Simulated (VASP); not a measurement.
La2ScAs3:

```
La Sc As
1.0
     4.09137    0.00000    0.00000
    -2.04568    3.54323    0.00000
     0.00000    0.00000   10.11904
La Sc As
2 1 3
Direct
  0.33333 0.66667 0.67902
  0.66667 0.33333 0.32098
  0.00000 0.00000 0.00000
  0.33333 0.66667 0.14299
  0.66667 0.33333 0.85701
  0.00000 0.00000 0.50000
```

```yaml
Program: VASP 6.6.1
Task: relaxation of cell and atoms
Functional: PBEsol
Potentials_or_basis: VASP PAW PBE potentials, release 64 (La, Sc_sv, As)
Cutoff: 600 eV
k_mesh: 6 × 6 × 2
Occupations: fermi-dirac, width 0.03 eV
Spin: no spin polarisation
```

At the start: pressure 3.5 GPa; volume 24.45 Å³/atom.

Q: How do energy, volume and symmetry change on relaxing?

A: Over 9 steps the energy falls by 12.4 meV/atom and the volume is 25.48 Å³/atom (+4.2 %); space group P-3m1 (No. 164, to 0.1 Å) before and after.

The path:
| step | energy change (eV) | largest force (eV/Å) | pressure (GPa) | volume (Å³) |
| --- | --- | --- | --- | --- |
| 1 | 0.0000 | 0.1608 | 3.48 | 146.69 |
| 2 | -0.0278 | 0.0031 | -2.52 | 158.26 |
| 3 | -0.0693 | 0.0637 | -0.10 | 153.05 |
| 4 | -0.0728 | 0.0429 | -0.07 | 152.97 |
| 5 | -0.0743 | 0.0320 | -0.03 | 152.88 |
| 6 | -0.0743 | 0.0328 | -0.02 | 152.86 |
| 7 | -0.0744 | 0.0166 | 0.01 | 152.80 |
| 8 | -0.0745 | 0.0142 | 0.04 | 152.72 |
| 9 | -0.0745 | 0.0062 | -0.04 | 152.88 |

Final structure:
```cif
data_structure
_symmetry_space_group_name_H-M 'P 1'
_symmetry_Int_Tables_number 1
_cell_length_a 4.1756
_cell_length_b 4.1756
_cell_length_c 10.1248
_cell_angle_alpha 90.000
_cell_angle_beta 90.000
_cell_angle_gamma 120.000
_cell_volume 152.88
loop_
_atom_site_label
_atom_site_type_symbol
_atom_site_fract_x
_atom_site_fract_y
_atom_site_fract_z
_atom_site_occupancy
La1 La 0.33333 0.66667 0.67968 1
La2 La 0.66667 0.33333 0.32032 1
Sc1 Sc 0.00000 0.00000 0.00000 1
As1 As 0.33333 0.66667 0.14154 1
As2 As 0.66667 0.33333 0.85846 1
As3 As 0.00000 0.00000 0.50000 1
```

Caveat: the PAW data sets were made with another functional, which shifts forces and pressure a little.
